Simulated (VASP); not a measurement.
# CuP3 (Pm-3m) in VASP: further runs, part 2 of 2

VASP 6.6.1. Earlier steps stand in the parts before.

### Step 5. Single point, PBE

This run uses another cell than the first one: it holds 8 atoms, not 4.

INCAR

```
SYSTEM = CuP3
PREC = Accurate
ENCUT = 520
EDIFF = 1E-6
ISMEAR = 0
SIGMA = 0.1
LREAL = .False.
LASPH = .True.
NELM = 80
ALGO = Normal
ISIF = 2
LWAVE = .False.
LCHARG = .False.
GGA = PE
NBANDS = 36
```

KPOINTS

```
Automatic mesh
0
Gamma
  6 6 4
  0 0 0
```

POSCAR

```
CuP3
1.0
    0.0000000000      3.8480467271      0.0000000000
    0.0000000000      0.0000000000      3.8480467271
    7.6960934542      0.0000000000      0.0000000000
Cu P
2 6
Direct
    1.0000000000      0.0000000000      0.0000000000
    1.0000000000      0.0000000000      0.5000000000
    0.5000000000      0.5000000000      0.5000000000
    0.5000000000      0.5000000000      1.0000000000
    0.0000000000      0.5000000000      0.2500000000
    0.0000000000      0.5000000000      0.7500000000
    0.5000000000      0.0000000000      0.2500000000
    0.5000000000      0.0000000000      0.7500000000
```

Potentials or basis: VASP PAW PBE potentials, release 64 (Cu, P).

The run is started by

```sh
> cat potpaw_PBE.64/Cu/POTCAR potpaw_PBE.64/P/POTCAR > POTCAR
> mpirun -np 1 vasp_std > vasp.out
```

OUTCAR:

```text
SYSTEM = CuP3
   PREC = Accurate
   ENCUT = 520
   EDIFF = 1E-6
   ISMEAR = 0
   LREAL = .False.
   LASPH = .True.
   NELM = 80
   ISIF = 2
   GGA = PE

 ion  position               nearest neighbor table
   1  0.000  0.000  0.000-   4 2.72   5 2.72   6 2.72   7 2.72   8 2.72   4 2.72   5 2.72   6 2.72
                             4 2.72   7 2.72   8 2.72   4 2.72
   2  0.000  0.000  0.500-   3 2.72   5 2.72   6 2.72   7 2.72   8 2.72   3 2.72   5 2.72   6 2.72
                             3 2.72   7 2.72   8 2.72   3 2.72
   3  0.500  0.500  0.500-   2 2.72   5 2.72   6 2.72   7 2.72   8 2.72   2 2.72   7 2.72   8 2.72
                             2 2.72   5 2.72   6 2.72   2 2.72
   4  0.500  0.500  0.000-   1 2.72   5 2.72   6 2.72   7 2.72   8 2.72   1 2.72   7 2.72   8 2.72
                             1 2.72   5 2.72   6 2.72   1 2.72
   5  0.000  0.500  0.250-   1 2.72   2 2.72   3 2.72   4 2.72   7 2.72   1 2.72   2 2.72   7 2.72
                             3 2.72   4 2.72   7 2.72   7 2.72
   6  0.000  0.500  0.750-   1 2.72   2 2.72   3 2.72   4 2.72   8 2.72   1 2.72   2 2.72   8 2.72
                             3 2.72   4 2.72   8 2.72   8 2.72
   7  0.500  0.000  0.250-   1 2.72   2 2.72   3 2.72   4 2.72   5 2.72   3 2.72   4 2.72   5 2.72
                             1 2.72   2 2.72   5 2.72   5 2.72
   8  0.500  0.000  0.750-   1 2.72   2 2.72   3 2.72   4 2.72   6 2.72   3 2.72   4 2.72   6 2.72
[... 1152 lines left out ...]
     36      14.1634      0.00000

 [... further k-points ...]

------------------------ aborting loop because EDIFF is reached ----------------------------------------

  FORCE on cell =-STRESS in cart. coord.  units (eV):
  Direction    XX          YY          ZZ          XY          YZ          ZX
  --------------------------------------------------------------------------------------
  -------------------------------------------------------------------------------------
  Total       -1.1575454      0.6661531      0.6661531     -0.0000000      0.0000000      0.0000000
  in kB      -16.2741232      9.3655577      9.3655577     -0.0000000      0.0000000      0.0000000
  external PRESSURE =       0.8189974 kB  Pullay stress =       0.0000000 kB

 VOLUME and BASIS-vectors are now :
 -----------------------------------------------------------------------------
  energy-cutoff  :      520.00
  volume of cell :      113.96
      direct lattice vectors                 reciprocal lattice vectors
     0.000000000  3.848046727  0.000000000     0.000000000  0.259872104  0.000000000
     0.000000000  0.000000000  3.848046727     0.000000000  0.000000000  0.259872104
     7.696093454  0.000000000  0.000000000     0.129936052  0.000000000  0.000000000

 POSITION                                       TOTAL-FORCE (eV/Angst)
 -----------------------------------------------------------------------------------
      0.00000      0.00000      0.00000         0.000000      0.000000     -0.000000
      3.84805      0.00000      0.00000         0.000000      0.000000     -0.000000
      3.84805      1.92402      1.92402        -0.000000     -0.000000      0.000000
      0.00000      1.92402      1.92402        -0.000000     -0.000000      0.000000
      1.92402      0.00000      1.92402         0.000000     -0.000000      0.000000
      5.77207      0.00000      1.92402        -0.000000     -0.000000      0.000000
      1.92402      1.92402      0.00000        -0.000000     -0.000000      0.000000
      5.77207      1.92402      0.00000         0.000000     -0.000000      0.000000
 -----------------------------------------------------------------------------------
    total drift:                                0.000000      0.000000      0.000000

  FREE ENERGIE OF THE ION-ELECTRON SYSTEM (eV)
  ---------------------------------------------------
  free  energy   TOTEN  =       -34.4410130237 eV

  energy  without entropy=      -34.4204056844  energy(sigma->0) =      -34.43070935
```

OSZICAR:

```text
N       E                     dE             d eps       ncg     rms          rms(c)
DAV:   1     0.394012191254E+03    0.39401E+03   -0.21837E+04  2160   0.162E+03
DAV:   2     0.984237716639E+01   -0.38417E+03   -0.36988E+03  2228   0.366E+02
DAV:   3    -0.351079937709E+02   -0.44950E+02   -0.41470E+02  2868   0.125E+02
[... 12 lines left out ...]
DAV:  16    -0.344410748164E+02   -0.24446E-04   -0.17013E-04  3368   0.154E-01    0.926E-02
DAV:  17    -0.344410372356E+02    0.37581E-04   -0.17062E-05  3440   0.936E-02    0.523E-02
DAV:  18    -0.344410222145E+02    0.15021E-04   -0.17279E-05  3340   0.689E-02    0.334E-02
DAV:  19    -0.344410135418E+02    0.86727E-05   -0.14090E-05  3328   0.808E-02    0.925E-03
DAV:  20    -0.344410130237E+02    0.51806E-06   -0.43763E-06  1968   0.370E-02
   1 F= -.34441013E+02 E0= -.34430709E+02  d E =-.206073E-01
```

stdout:

```text
POSCAR found type information on POSCAR CuP
 POSCAR found :  2 types and       8 ions
 scaLAPACK will be used
 LDA part: xc-table for (Slater+PW92), standard interpolation
 POSCAR, INCAR and KPOINTS ok, starting setup
 FFT: planning ... GRIDC
 FFT: planning ... GRID_SOFT
 FFT: planning ... GRID
 WAVECAR not read
 entering main loop
```

Run time: 1.8 min. Hardware: 1 thread of Intel Xeon 6975P-C (Granite Rapids), shared host; peak memory 0.27 GiB.

The run converged, but its numbers aren't listed here, since they failed a check.

### Step 6. Single point, PBE

This run uses another cell than the first one, of 14.24 Å³/atom.

INCAR

```
ALGO     = Normal         # electronic algorithm
EDIFF    = 1E-7           # SCF threshold, eV
ENCUT    = 520            # plane-wave cutoff, eV
GGA      = PE             # functional
ISIF     = 2              # what is computed and relaxed
ISMEAR   = 0              # smearing method
LASPH    = True           # aspherical terms in the spheres
LCHARG   = False          # write CHGCAR
LREAL    = False          # projectors in reciprocal space
LWAVE    = False          # write WAVECAR
NBANDS   = 21             # bands
NELM     = 100            # most SCF steps
PREC     = Accurate       # precision mode
SIGMA    = 0.1            # smearing width, eV
```

KPOINTS

```
k-points
0
Gamma
  12 12 12
```

POSCAR

```
CuP3
1.0
    3.8480467271      0.0000000000      0.0000000000
    0.0000000000      3.8480467271      0.0000000000
    0.0000000000      0.0000000000      3.8480467271
Cu P
1 3
Direct
    0.0000000000      0.0000000000      0.0000000000
    0.0000000000      0.5000000000      0.5000000000
    0.5000000000      0.0000000000      0.5000000000
    0.5000000000      0.5000000000      0.0000000000
```

Potentials or basis: VASP PAW PBE potentials, release 64 (Cu, P).

The run is started by

```sh
> cat potpaw_PBE.64/Cu/POTCAR potpaw_PBE.64/P/POTCAR > POTCAR
> mpirun -np 1 vasp_std > vasp.out
```

OUTCAR:

```text
EDIFF = 1E-7
   ENCUT = 520
   GGA = PE
   ISIF = 2
   ISMEAR = 0
   LASPH = True
   LREAL = False
   NELM = 100
   PREC = Accurate

 ion  position               nearest neighbor table
   1  0.000  0.000  0.000-   2 2.72   3 2.72   4 2.72   2 2.72   3 2.72   2 2.72   4 2.72   2 2.72
                             3 2.72   4 2.72   3 2.72   4 2.72
   2  0.000  0.500  0.500-   1 2.72   3 2.72   4 2.72   1 2.72   4 2.72   1 2.72   3 2.72   1 2.72
                             3 2.72   4 2.72   4 2.72   3 2.72
[... 782 lines left out ...]
  --------------------------------------------------------------------------------------
  -------------------------------------------------------------------------------------
  Total       -0.0165588     -0.0165588     -0.0165588      0.0000000      0.0000000     -0.0000000
  in kB       -0.4656073     -0.4656073     -0.4656073      0.0000000      0.0000000     -0.0000000
  external PRESSURE =      -0.4656073 kB  Pullay stress =       0.0000000 kB

 VOLUME and BASIS-vectors are now :
 -----------------------------------------------------------------------------
  energy-cutoff  :      520.00
  volume of cell :       56.98
      direct lattice vectors                 reciprocal lattice vectors
     3.848046727  0.000000000  0.000000000     0.259872104  0.000000000  0.000000000
     0.000000000  3.848046727  0.000000000     0.000000000  0.259872104  0.000000000
     0.000000000  0.000000000  3.848046727     0.000000000  0.000000000  0.259872104

 POSITION                                       TOTAL-FORCE (eV/Angst)
 -----------------------------------------------------------------------------------
      0.00000      0.00000      0.00000         0.000000      0.000000      0.000000
      0.00000      1.92402      1.92402         0.000000      0.000000      0.000000
      1.92402      0.00000      1.92402         0.000000      0.000000      0.000000
      1.92402      1.92402      0.00000         0.000000      0.000000      0.000000
 -----------------------------------------------------------------------------------
    total drift:                                0.000000      0.000000     -0.000000

  FREE ENERGIE OF THE ION-ELECTRON SYSTEM (eV)
  ---------------------------------------------------
  free  energy   TOTEN  =       -17.2173141893 eV

  energy  without entropy=      -17.2090135806  energy(sigma->0) =      -17.21316388
```

Wall time 72 s (1 thread of Intel Xeon 6975P-C (Granite Rapids), shared host); peak memory 0.22 GiB.

Results:

```yaml
Free_energy: -17.2173 eV
Pressure: 0.0 GPa
Band_gap_on_the_k_mesh: zero (bands 13 and 14 overlap by 2.19 eV)
```

### Step 7. Relaxation of cell and atoms, PBE

INCAR

```
PREC = Accurate ; ENCUT = 600
EDIFF = 1E-6 ; ISMEAR = 0
SIGMA = 0.1 ; LREAL = F
LASPH = T ; NELM = 80
ALGO = Normal ; ISIF = 3
LWAVE = F ; LCHARG = F
GGA = PE ; IBRION = 2
NSW = 100 ; EDIFFG = -0.01
```

KPOINTS

```
regular mesh
0
Gamma
  12 12 12
```

POSCAR

```
CuP3
1.0
    3.8589390256      0.0000000000      0.0000000000
    0.0000000000      3.8589390256      0.0000000000
    0.0000000000      0.0000000000      3.8589390256
Cu P
1 3
Direct
    0.0000000000      0.0000000000      0.0000000000
    0.0000000000      0.5000000000      0.5000000000
    0.5000000000      0.0000000000      0.5000000000
    0.5000000000      0.5000000000      0.0000000000
```

Potentials or basis: VASP PAW PBE potentials, release 64 (Cu, P).

The run is started by

```sh
> cat potpaw_PBE.64/Cu/POTCAR potpaw_PBE.64/P/POTCAR > POTCAR
> mpirun -np 1 vasp_std > vasp.out
```

OUTCAR:

```text
PREC = Accurate
   ENCUT = 600
   EDIFF = 1E-6
   ISMEAR = 0
   LREAL = F
   LASPH = T
   NELM = 80
   ISIF = 3
   GGA = PE
   IBRION = 2
   NSW = 100
   EDIFFG = -0.01

 ion  position               nearest neighbor table
   1  0.000  0.000  0.000-   2 2.73   3 2.73   4 2.73   2 2.73   3 2.73   2 2.73   4 2.73   2 2.73
                             3 2.73   4 2.73   3 2.73   4 2.73
   2  0.000  0.500  0.500-   1 2.73   3 2.73   4 2.73   1 2.73   4 2.73   1 2.73   3 2.73   1 2.73
                             3 2.73   4 2.73   4 2.73   3 2.73
   3  0.500  0.000  0.500-   1 2.73   2 2.73   4 2.73   1 2.73   4 2.73   2 2.73   4 2.73   4 2.73
                             1 2.73   2 2.73   1 2.73   2 2.73
   4  0.500  0.500  0.000-   1 2.73   2 2.73   3 2.73   2 2.73   3 2.73   1 2.73   3 2.73   3 2.73
                             1 2.73   2 2.73   2 2.73   1 2.73

  LATTYP: Found a simple cubic cell.
 ALAT       =     3.8589390256

  Lattice vectors:

 A1 = (   3.8589390256,   0.0000000000,   0.0000000000)
 A2 = (   0.0000000000,   3.8589390256,   0.0000000000)
 A3 = (   0.0000000000,   0.0000000000,   3.8589390256)

Analysis of symmetry for initial positions (statically):
=====================================================================
 Subroutine PRICEL returns:
 Original cell was already a primitive cell.

 Routine SETGRP: Setting up the symmetry group for a
[... 182 lines left out ...]
  Total       -0.2938907     -0.2938907     -0.2938907      0.0000000     -0.0000000      0.0000000
  in kB       -8.1939393     -8.1939393     -8.1939393      0.0000000     -0.0000000      0.0000000
  external PRESSURE =      -8.1939393 kB  Pullay stress =       0.0000000 kB
[... 63 lines left out ...]
--------------------------------------- Ionic step        3  -------------------------------------------

 number of electron      25.9999995 magnetization

 Free energy of the ion-electron system (eV)
  ---------------------------------------------------
  ext. energy  EPLUGINS =         0.00000000
  ---------------------------------------------------
  free energy    TOTEN  =       -17.21779809 eV

  energy without entropy =      -17.20949629  energy(sigma->0) =      -17.21364719

 E-fermi :   9.2520     XC(G=0): -11.5997

 val. band max:        9.2500490002   @ k =   0.5000   0.2500   0.0833
 cond. band min:       9.2534119248   @ k =   0.3333   0.2500   0.2500
 fundamental gap:      0.0033629246
 Fermi energy:         9.2520163467

 k-point     1 :       0.0000    0.0000    0.0000
  band No.  band energies     occupation
      1      -6.3388      2.00000
      2       1.2621      2.00000
      3       1.2621      2.00000
      4       3.3883      2.00000
      5       3.3883      2.00000
      6       3.3883      2.00000
[... 457 lines left out ...]
      4       2.4043      2.00000
      5       4.6612      2.00000
      6       5.2425      2.00000
[... 9 lines left out ...]
     16      11.7722      0.00000
     17      13.1975      0.00000

 [... further k-points ...]

------------------------ aborting loop because EDIFF is reached ----------------------------------------

  FORCE on cell =-STRESS in cart. coord.  units (eV):
  Direction    XX          YY          ZZ          XY          YZ          ZX
  --------------------------------------------------------------------------------------
  -------------------------------------------------------------------------------------
  Total       -0.0066030     -0.0066030     -0.0066030      0.0000000     -0.0000000     -0.0000000
  in kB       -0.1856631     -0.1856631     -0.1856631      0.0000000     -0.0000000     -0.0000000
  external PRESSURE =      -0.1856631 kB  Pullay stress =       0.0000000 kB
[... 19 lines left out ...]
  FREE ENERGIE OF THE ION-ELECTRON SYSTEM (eV)
  ---------------------------------------------------
  free  energy   TOTEN  =       -17.2177980938 eV

  energy  without entropy=      -17.2094962939  energy(sigma->0) =      -17.21364719

 reached required accuracy - stopping structural energy minimisation
```

OSZICAR:

```text
N       E                     dE             d eps       ncg     rms          rms(c)
DAV:   1     0.155787257914E+03    0.15579E+03   -0.13141E+04  2872   0.191E+03
[... 30 lines left out ...]
DAV:   1    -0.172192643664E+02   -0.15404E-02   -0.25672E-02  2980   0.385E+00    0.335E-01
DAV:   2    -0.172198886606E+02   -0.62429E-03   -0.37187E-02  3003   0.558E+00    0.318E-01
DAV:   3    -0.172178500327E+02    0.20386E-02   -0.14333E-02  2992   0.346E+00    0.653E-02
DAV:   4    -0.172178069576E+02    0.43075E-04   -0.43871E-04  3695   0.193E-01    0.178E-02
DAV:   5    -0.172178002252E+02    0.67324E-05   -0.25723E-05  4320   0.103E-01    0.956E-03
DAV:   6    -0.172177979665E+02    0.22587E-05   -0.50809E-06  2581   0.482E-02    0.182E-03
DAV:   7    -0.172177980938E+02   -0.12726E-06   -0.19993E-06  2166   0.113E-02
   3 F= -.17217798E+02 E0= -.17213647E+02  d E =-.122917E-02
```

Run time: 92 s. Hardware: 1 thread of Intel Xeon 6975P-C (Granite Rapids), shared host; peak memory 0.24 GiB.

Results:

| Quantity | Value |
| --- | --- |
| Free energy | -17.2178 eV |
| Relaxed volume | 14.25 Å³/atom |
| Relaxed cell | a = 3.848 Å, b = 3.848 Å, c = 3.848 Å, α = 90.00°, β = 90.00°, γ = 90.00° |
| Space group after relaxing (to 0.1 Å) | Pm-3m (No. 221) |
| Energy gained by relaxing | 0.3 meV/atom |
| Ionic steps | 3 |
| Pressure after relaxing | 0.0 GPa |
| Band gap on the k mesh | zero (bands 13 and 14 overlap by 2.19 eV) |

Step by step:
```csv
step,energy change (eV),largest force (eV/Å),pressure (GPa),volume (Å³)
1,0.0000,0.0000,-0.82,57.47
2,-0.0012,0.0000,0.21,56.86
3,-0.0012,0.0000,-0.02,56.98
```

Final structure:
```
Cu P
1.0
     3.84807    0.00000    0.00000
     0.00000    3.84807    0.00000
     0.00000    0.00000    3.84807
Cu P
1 3
Direct
  0.00000 0.00000 0.00000
  0.00000 0.50000 0.50000
  0.50000 0.00000 0.50000
  0.50000 0.50000 0.00000
```

### Step 8. Overview

```csv
task,cell,k mesh,cutoff (eV),gap on the mesh (eV),pressure (GPa),relaxed volume (Å³/atom)
single point,"a = 3.859 Å, 4 atoms",4 × 4 × 4,520,none,-0.3,-
single point,"a = 3.979 Å, 4 atoms",4 × 4 × 4,520,none,-8.1,-
relaxation of cell and atoms,"relaxed from a = 3.979 Å, 4 atoms",4 × 4 × 4,600,none,0.0,14.32
single point,"a = 3.848 Å, 4 atoms",12 × 12 × 12,520,none,0.0,-
relaxation of cell and atoms,"relaxed from a = 3.859 Å, 4 atoms",12 × 12 × 12,600,none,0.0,14.25
```

Alike in all rows: level PBE; potentials or basis VASP PAW PBE potentials, release 64 (Cu, P); no spin polarisation; smearing gaussian 0.1 eV.

Caveats: some runs use coarse meshes.

Total energies depend on the potentials used, so only differences within one code and one set of settings carry meaning.
